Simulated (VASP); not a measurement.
# Si (a cell with a defect) in VASP: further runs

Runs on Si (a cell with a defect). Level: PBE. Tasks: single point.

All numbers are computed with VASP 6.6.1; they aren't measurements. Logs are shortened: lines on timing, memory, paths and dates and some standing lists are left out, and cuts for length are marked.

## (1) The cell of the first run

The cell holds a defect, 17 atoms: a = 7.679 Å, b = 7.679 Å, c = 7.679 Å, α = 60.00°, β = 60.00°, γ = 60.00°.

## (2) Single point, PBE

The input, INCAR:

```
SYSTEM = Si
  PREC = Accurate
  ENCUT = 520
  EDIFF = 1E-7
  ISMEAR = -1
  SIGMA = 0.05
  LREAL = Auto
  LASPH = .TRUE.
  NELM = 60
  ALGO = Normal
  ISIF = 2
  LWAVE = .FALSE.
  LCHARG = .FALSE.
  GGA = PE
  NBANDS = 48
```

The input, KPOINTS:

```
regular mesh
0
G
  2 2 2
  0 0 0
```

The input, POSCAR:

```
Si
1.0
    0.0000000000      5.4300000000      5.4300000000
    5.4300000000      0.0000000000      5.4300000000
    5.4300000000      5.4300000000      0.0000000000
Si
17
Direct
    0.0111551565      0.0013212707     -0.0133816759
    0.1301788214      0.1094747698      0.1304348066
    0.0145476059     -0.0321787293      0.5034245856
    0.1445327808      0.1203346225      0.6149558011
   -0.0232641805      0.4767612339      0.0701976980
    0.1302168508      0.6303058011      0.1304258748
    0.0141628913      0.5143754144      0.5035378453
    0.1038505525      0.6039529466      0.6882641805
    0.5012019337      0.0012437385     -0.0133627072
    0.6405484346      0.1405701657      0.0785900552
    0.5153906077      0.0155777164      0.4536003683
    0.6202435543      0.1201975138      0.6150087477
    0.5012403315      0.5111869245     -0.0133066298
    0.6094305709      0.6302106814      0.1304904236
    0.4677812155      0.5146217311      0.5034990792
    0.6201864641      0.6447546041      0.6150341621
    0.8257402394      0.3259269797      0.5221851750
```

Potentials or basis: VASP PAW PBE potentials, release 64 (Si).

On the command line:

```
> cat potpaw_PBE.64/Si/POTCAR > POTCAR
> mpirun -np 1 vasp_std > vasp.out
```

OUTCAR:

```text
SYSTEM = Si
   PREC = Accurate
   ENCUT = 520
   EDIFF = 1E-7
   ISMEAR = -1
   LREAL = Auto
   LASPH = .TRUE.
   NELM = 60
   ISIF = 2
   GGA = PE

 ion  position               nearest neighbor table
   1  0.011  0.001  0.987-   2 2.33   6 2.33   4 2.33  10 2.33
   2  0.130  0.109  0.130-   1 2.33   9 2.33   5 2.34   3 2.34
   3  0.015  0.968  0.503-   8 2.32   2 2.34  17 2.43   4 2.48  12 2.48
   4  0.145  0.120  0.615-   1 2.33  11 2.34  17 2.40   3 2.48   7 2.48
   5  0.977  0.477  0.070-   6 2.34   2 2.34  14 2.34   8 2.39  17 2.83
   6  0.130  0.630  0.130-   1 2.33  13 2.33   5 2.34   7 2.34
   7  0.014  0.514  0.504-   8 2.32   6 2.34  17 2.43  16 2.48   4 2.48
   8  0.104  0.604  0.688-   3 2.32  15 2.32   7 2.32   5 2.39
   9  0.501  0.001  0.987-   2 2.33  14 2.33  12 2.33  10 2.33
  10  0.641  0.141  0.079-   1 2.33  13 2.33   9 2.33  11 2.35
  11  0.515  0.016  0.454-  16 2.34   4 2.34  12 2.34  10 2.35
  12  0.620  0.120  0.615-   9 2.33  11 2.34  17 2.40   3 2.48  15 2.48
  13  0.501  0.511  0.987-  14 2.33   6 2.33  16 2.33  10 2.33
  14  0.609  0.630  0.130-  13 2.33   9 2.33   5 2.34  15 2.34
  15  0.468  0.515  0.503-   8 2.32  14 2.34  17 2.42  16 2.48  12 2.48
  16  0.620  0.645  0.615-  13 2.33  11 2.34  17 2.40   7 2.48  15 2.48
  17  0.826  0.326  0.522-  12 2.40   4 2.40  16 2.40  15 2.42   3 2.43   7 2.43   5 2.83

  LATTYP: Found a face centered cubic cell.
 ALAT       =    10.8600000000

  Lattice vectors:

 A1 = (   0.0000000000,   5.4300000000,   5.4300000000)
 A2 = (   5.4300000000,   0.0000000000,   5.4300000000)
 A3 = (   5.4300000000,   5.4300000000,   0.0000000000)

Analysis of symmetry for initial positions (statically):
=====================================================================
 Subroutine PRICEL returns:
 Original cell was already a primitive cell.

 Routine SETGRP: Setting up the symmetry group for a
 face centered cubic supercell.

 Subroutine GETGRP returns: Found  1 space group operations
 (whereof  1 operations were pure point group operations)
 out of a pool of 48 trial point group operations.

The static configuration has the point symmetry C_1 .

Analysis of symmetry for dynamics (positions and initial velocities):
=====================================================================
 Subroutine PRICEL returns:
 Original cell was already a primitive cell.

 Routine SETGRP: Setting up the symmetry group for a
 face centered cubic supercell.

 Subroutine GETGRP returns: Found  1 space group operations
 (whereof  1 operations were pure point group operations)
 out of a pool of 48 trial point group operations.

[... 119 lines left out ...]
   ISIF   =      2    stress and relaxation
   ISYM   =      2    0-nonsym 1-usesym 2-fastsym
   POTIM  = 0.5000    time-step for ionic-motion
   TEBEG  =    0.0;   TEEND  =   0.0 temperature during run
   PSTRESS=    0.0 pullay stress
   NELECT =      68.0000    total number of electrons
   NUPDOWN=      -1.0000    fix difference up-down
   EMIN   =  10.00;   EMAX   =-10.00  energy-range for DOS
   EFERMI =   0.00;   METHOD = LEGACY
   ISMEAR =    -1;   SIGMA  =   0.05  broadening in eV -4-tet -1-fermi 0-gaus
   EFERMI_NEDOS =   21; number of points for ismear=-14 and -15
   IALGO  =     38    algorithm
   IMIX   =      4    mixing-type and parameters
     AMIX     =   0.40;   BMIX     =  1.00
     AMIX_MAG =   1.60;   BMIX_MAG =  1.00
  volume/ion in A,a.u.               =      18.84       127.11
  Fermi-wavevector in a.u.,A,eV,Ry     =   0.976715  1.845724 12.979587  0.953973
  Thomas-Fermi vector in A             =   2.107356
   LORBIT       =      0    0 simple, 1 ext, 2 COOP (PROOUT), +10 PAW based schemes
   GGA     = PE    functional components
   LHFCALC =     F    Hartree Fock is set to
   AEXX    =    0.0000 exact exchange contribution
   IVDW    =     0    specifies the selected vdW correction
   LEPSILON=     F    determine dielectric tensor
   LRPA    =     F    only Hartree local field effects (RPA)
 non-spin polarized calculation
  energy-cutoff  :      520.00
  volume of cell :      320.21
 maximum number of plane-waves:      8646
 NGX is ok and might be reduce to    60
   NGX = 29   NGY = 29   NGZ = 29

 number of electron      67.9999999 magnetization

 Free energy of the ion-electron system (eV)
  ---------------------------------------------------
  ext. energy  EPLUGINS =         0.00000000
  ---------------------------------------------------
  free energy    TOTEN  =       -87.71630484 eV

  energy without entropy =      -87.67175871  energy(sigma->0) =      -87.69403177

 E-fermi :   6.7125     XC(G=0):  -9.6944

 val. band max:        6.6424879334   @ k =   0.5000   0.5000   0.0000
 cond. band min:       6.7337406586   @ k =   0.0000   0.0000   0.0000
 fundamental gap:      0.0912527252
 Fermi energy:         6.7125135401

 k-point     1 :       0.0000    0.0000    0.0000
  band No.  band energies     occupation
      1      -6.2189      2.00000
      2      -3.8705      2.00000
      3      -3.6200      2.00000
      4      -3.6186      2.00000
      5      -3.3814      2.00000
      6      -2.5859      2.00000
[... 381 lines left out ...]
     45      10.3323      0.00000
     46      10.4410      0.00000
 [bands above 46 left out]

------------------------ aborting loop because EDIFF is reached ----------------------------------------

  FORCE on cell =-STRESS in cart. coord.  units (eV):
  Direction    XX          YY          ZZ          XY          YZ          ZX
  --------------------------------------------------------------------------------------
  -------------------------------------------------------------------------------------
  Total        9.0123380      9.0231706      9.0245759     -0.9495302      0.9549252      0.9496204
  in kB       45.0939802     45.1481818     45.1552136     -4.7510532      4.7780474      4.7515046
  external PRESSURE =      45.1324585 kB  Pullay stress =       0.0000000 kB

 VOLUME and BASIS-vectors are now :
 -----------------------------------------------------------------------------
  energy-cutoff  :      520.00
  volume of cell :      320.21
      direct lattice vectors                 reciprocal lattice vectors
     0.000000000  5.430000000  5.430000000    -0.092081031  0.092081031  0.092081031
     5.430000000  0.000000000  5.430000000     0.092081031 -0.092081031  0.092081031
     5.430000000  5.430000000  0.000000000     0.092081031  0.092081031 -0.092081031

 POSITION                                       TOTAL-FORCE (eV/Angst)
 -----------------------------------------------------------------------------------
      5.36451      5.41791      0.06775        -0.003384     -0.003938      0.000711
      1.30271      1.41513      1.30132        -0.004475      0.004064     -0.000933
      7.98886      2.81259      5.33426        -0.005117     -0.000291     -0.003364
      3.99263      4.12402      1.43823         0.007768     -0.023750     -0.006594
      2.96999      5.68485      7.89249         0.018845      0.016645     -0.022672
      4.13077      1.41529      4.12964         0.004918      0.005655      0.000210
[... 9 lines left out ...]
      6.84065      6.70725      6.86863        -0.025756      0.007502     -0.008894
      4.60525      7.31924      6.25355        -0.052551     -0.049611      0.060710
 -----------------------------------------------------------------------------------
    total drift:                                0.002668      0.003545     -0.003653

  FREE ENERGIE OF THE ION-ELECTRON SYSTEM (eV)
  ---------------------------------------------------
  free  energy   TOTEN  =       -87.7163048354 eV

  energy  without entropy=      -87.6717587111  energy(sigma->0) =      -87.69403177
```

stdout:

```text
POSCAR found type information on POSCAR Si
 POSCAR found :  1 types and      17 ions
 scaLAPACK will be used
 LDA part: xc-table for (Slater+PW92), standard interpolation
 POSCAR, INCAR and KPOINTS ok, starting setup
 FFT: planning ... GRIDC
 FFT: planning ... GRID_SOFT
 FFT: planning ... GRID
 WAVECAR not read
 entering main loop
```

Wall time 6.5 min (1 thread of AMD EPYC 7R43 (Zen 3), shared host); peak memory 0.43 GiB.

Results:

```
Free energy            : -87.7163 eV
Pressure               : 4.5 GPa
Largest force          : 0.094 eV/Å
Band gap on the k mesh : 0.09 eV
```

Forces on the atoms (eV/Å):
```
Si  -0.003 -0.004  0.001
Si  -0.004  0.004 -0.001
Si  -0.005  0.000 -0.003
Si   0.008 -0.024 -0.007
Si   0.019  0.017 -0.023
Si   0.005  0.006  0.000
Si   0.001  0.002  0.011
Si   0.014  0.017 -0.015
Si  -0.002 -0.001  0.003
Si   0.014  0.012 -0.015
Si   0.024  0.025 -0.021
Si   0.007  0.004  0.024
Si  -0.003 -0.003  0.001
Si   0.004 -0.004 -0.001
Si   0.001 -0.008 -0.006
Si  -0.026  0.008 -0.009
Si  -0.053 -0.050  0.061
```

Stress tensor (GPa, compression positive):
```
 4.51 -0.48  0.48
-0.48  4.51  0.48
 0.48  0.48  4.52
```

Levels at points of the mesh, in eV from the valence-band top:
```
           k point  band 31  band 32  band 33  band 34  band 35  band 36  band 37  band 38
(0.00, 0.00, 0.00)    -1.12    -0.57    -0.57    -0.37     0.09     0.10     0.41     0.41
(0.50, 0.00, 0.00)    -1.27    -1.23    -0.74    -0.13     0.37     0.78     1.07     1.23
(0.00, 0.50, 0.00)    -1.27    -1.23    -0.74    -0.13     0.37     0.78     1.07     1.23
(0.00, 0.00, 0.50)    -1.28    -1.15    -1.15    -0.02     0.53     0.54     1.35     1.35
(0.50, 0.50, 0.50)    -1.27    -1.23    -0.74    -0.13     0.37     0.78     1.07     1.23
(0.50, 0.50, 0.00)    -1.76    -1.58    -0.47     0.00     0.58     1.52     1.62     1.74
(0.00, 0.50, 0.50)    -1.76    -1.58    -0.47     0.00     0.58     1.52     1.62     1.74
(0.50, 0.00, 0.50)    -1.76    -1.58    -0.47     0.00     0.58     1.52     1.62     1.74
```

Caveat: the k points lie up to 0.50 Å⁻¹ apart.

## (3) Single point, PBE

The input, INCAR:

```
SYSTEM = Si
PREC = Accurate
ENCUT = 520
EDIFF = 1E-7
ISMEAR = -1
SIGMA = 0.05
LREAL = Auto
LASPH = .True.
NELM = 100
ALGO = Normal
ISIF = 2
LWAVE = .False.
LCHARG = .False.
GGA = PE
NBANDS = 48
```

The input, KPOINTS:

```
Automatic mesh
0
Gamma
  2 2 2
  0 0 0
```

The input, POSCAR:

```
Si
1.0
    0.0000000000      5.4300000000      5.4300000000
    5.4300000000      0.0000000000      5.4300000000
    5.4300000000      5.4300000000      0.0000000000
Si
17
Direct
    0.0089986188      0.0015584715     -0.0122363720
    0.1310315838      0.1109542357      0.1279418969
    0.0155338858     -0.0300784530      0.5035469613
    0.1417525783      0.1215168508      0.6153371087
   -0.0204212707      0.4799424494      0.0601662063
    0.1298767956      0.6299130755      0.1290268877
    0.0119866483      0.5112665746      0.5051046961
    0.1054083794      0.6057476059      0.6822155617
    0.5020924494      0.0024464088     -0.0128889503
    0.6367602210      0.1368406998      0.0900867403
    0.5121233886      0.0122900552      0.4639246777
    0.6220288214      0.1221225599      0.6151798343
    0.5014125230      0.5090563536     -0.0123758748
    0.6106507366      0.6313929098      0.1275402394
    0.4693246777      0.5157383057      0.5030653775
    0.6214905157      0.6417844383      0.6152903315
    0.8406173112      0.3418410681      0.4724302026
```

Potentials or basis: VASP PAW PBE potentials, release 64 (Si).

On the command line:

```
> cat potpaw_PBE.64/Si/POTCAR > POTCAR
> mpirun -np 1 vasp_std > vasp.out
```

Run time: 4.6 min. Hardware: 1 thread of AMD EPYC 7R43 (Zen 3), shared host; peak memory 0.42 GiB.

Results (log left out):

* Free energy: -87.7308 eV
* Pressure: 4.6 GPa
* Largest force: 0.150 eV/Å
* Band gap on the k mesh: zero (band 34 reaches 6.82 eV, above the bottom of band 35 at 6.74 eV)

Forces in eV/Å, atoms in the order of the input:
```
Si   0.010  0.009 -0.019
Si  -0.003  0.001 -0.006
Si   0.007 -0.013 -0.007
Si   0.033 -0.036 -0.031
Si  -0.025 -0.025  0.027
Si   0.009  0.009  0.000
Si  -0.004 -0.008  0.004
Si  -0.013 -0.016  0.009
Si   0.014  0.013  0.000
Si   0.040  0.039 -0.033
Si   0.034  0.036 -0.024
Si   0.020  0.019  0.039
Si   0.007  0.009 -0.018
Si   0.002 -0.002 -0.007
Si  -0.010  0.007 -0.005
Si  -0.038  0.031 -0.030
Si  -0.083 -0.075  0.100
```

Stress tensor (GPa, compression positive):
```
 4.54 -0.57  0.52
-0.57  4.54  0.54
 0.52  0.54  4.59
```

Levels at points of the mesh, in eV from the Fermi level:
| k point | band 32 | band 33 | band 34 | band 35 | band 36 | band 37 |
| --- | --- | --- | --- | --- | --- | --- |
| (0.00, 0.00, 0.00) | -0.74 | -0.72 | -0.53 | -0.08 | -0.04 | 0.20 |
| (0.50, 0.00, 0.00) | -1.38 | -1.00 | -0.02 | 0.03 | 0.74 | 0.90 |
| (0.00, 0.50, 0.00) | -1.38 | -1.00 | -0.03 | 0.04 | 0.74 | 0.91 |
| (0.00, 0.00, 0.50) | -1.33 | -1.33 | -0.27 | 0.35 | 0.42 | 1.16 |
| (0.50, 0.50, 0.50) | -1.38 | -0.99 | -0.07 | 0.06 | 0.74 | 0.92 |
| (0.50, 0.50, 0.00) | -1.77 | -0.82 | 0.00 | 0.43 | 1.26 | 1.38 |
| (0.00, 0.50, 0.50) | -1.76 | -0.80 | 0.00 | 0.43 | 1.26 | 1.39 |
| (0.50, 0.00, 0.50) | -1.76 | -0.80 | 0.00 | 0.43 | 1.26 | 1.39 |

Caveat: the k points lie up to 0.50 Å⁻¹ apart.

## (4) Single point, PBE

The input, INCAR:

```
SYSTEM = Si
PREC = Accurate
ENCUT = 520
EDIFF = 1E-6
ISMEAR = -1
SIGMA = 0.05
LREAL = Auto
LASPH = .TRUE.
NELM = 100
ALGO = Normal
ISIF = 2
LWAVE = .FALSE.
LCHARG = .TRUE.
GGA = PE
LELF = .TRUE.
LVHAR = .TRUE.
NBANDS = 48
```

The input, KPOINTS:

```
regular mesh
0
G
  2 2 2
  0 0 0
```

The input, POSCAR:

```
Si
1.0
    0.0000000000      5.4300000000      5.4300000000
    5.4300000000      0.0000000000      5.4300000000
    5.4300000000      5.4300000000      0.0000000000
Si
17
Direct
    0.0073778085      0.0007553407     -0.0092367403
    0.1296873849      0.1146453959      0.1264741252
    0.0093964088     -0.0211825967      0.5048413444
    0.1389203499      0.1210778085      0.6189059853
   -0.0128941068      0.4875633517      0.0370906077
    0.1285463168      0.6288041436      0.1275560773
    0.0070965930      0.5068877532      0.5059477901
    0.1105969613      0.6112402394      0.6657849908
    0.5013699816      0.0018898711     -0.0100195212
    0.6338575506      0.1339636280      0.0989643646
    0.5092802026      0.0094805709      0.4725919890
    0.6216846225      0.1220551565      0.6182293738
    0.5004902394      0.5075287293     -0.0093904236
    0.6142185083      0.6301879374      0.1261461326
    0.4781691529      0.5097643646      0.5045805709
    0.6209302947      0.6390767035      0.6187284530
    0.8554631676      0.3562917127      0.4299173112
```

On the command line:

```
> cat potpaw_PBE.64/Si/POTCAR > POTCAR
> mpirun -np 1 vasp_std > vasp.out
```

Wall time 5.7 min (1 thread of AMD EPYC 7R43 (Zen 3), shared host); peak memory 0.42 GiB.

Results (log left out):

```
Free energy            : -87.8841 eV
Pressure               : 5.0 GPa
Largest force          : 0.316 eV/Å
Band gap on the k mesh : zero (band 34 reaches 6.90 eV, above the bottom of band 35 at 6.76 eV)
```

Forces in eV/Å, atoms in the order of the input:
```
Si   0.020  0.025 -0.023
Si   0.032 -0.003  0.005
Si   0.094 -0.036  0.004
Si   0.028  0.014 -0.027
Si  -0.075 -0.078  0.081
Si  -0.006 -0.002 -0.030
Si  -0.016 -0.025 -0.079
Si  -0.063 -0.061  0.061
Si   0.019  0.023 -0.020
Si   0.059  0.053 -0.060
Si   0.055  0.057 -0.053
Si   0.027  0.027 -0.017
Si   0.025  0.022 -0.020
Si  -0.004  0.033  0.001
Si  -0.033  0.095  0.010
Si   0.015  0.030 -0.031
Si  -0.176 -0.172  0.198
```

Stress tensor (GPa, compression positive):
```
 4.96 -0.23  0.21
-0.23  4.96  0.21
 0.21  0.21  5.01
```

Levels at points of the mesh, in eV from the Fermi level:
```csv
k point,band 32,band 33,band 34,band 35,band 36,band 37
"(0.00, 0.00, 0.00)",-0.76,-0.75,-0.44,-0.11,-0.10,0.11
"(0.50, 0.00, 0.00)",-1.41,-1.19,-0.21,0.29,0.79,0.83
"(0.00, 0.50, 0.00)",-1.41,-1.19,-0.21,0.29,0.79,0.83
"(0.00, 0.00, 0.50)",-1.37,-1.37,-0.33,0.41,0.45,1.08
"(0.50, 0.50, 0.50)",-1.41,-1.18,-0.21,0.27,0.80,0.82
"(0.50, 0.50, 0.00)",-1.83,-0.91,0.03,0.56,1.12,1.23
"(0.00, 0.50, 0.50)",-1.82,-0.90,0.03,0.56,1.13,1.23
"(0.50, 0.00, 0.50)",-1.82,-0.90,0.03,0.56,1.13,1.23
```

Caveat: the k points lie up to 0.50 Å⁻¹ apart.
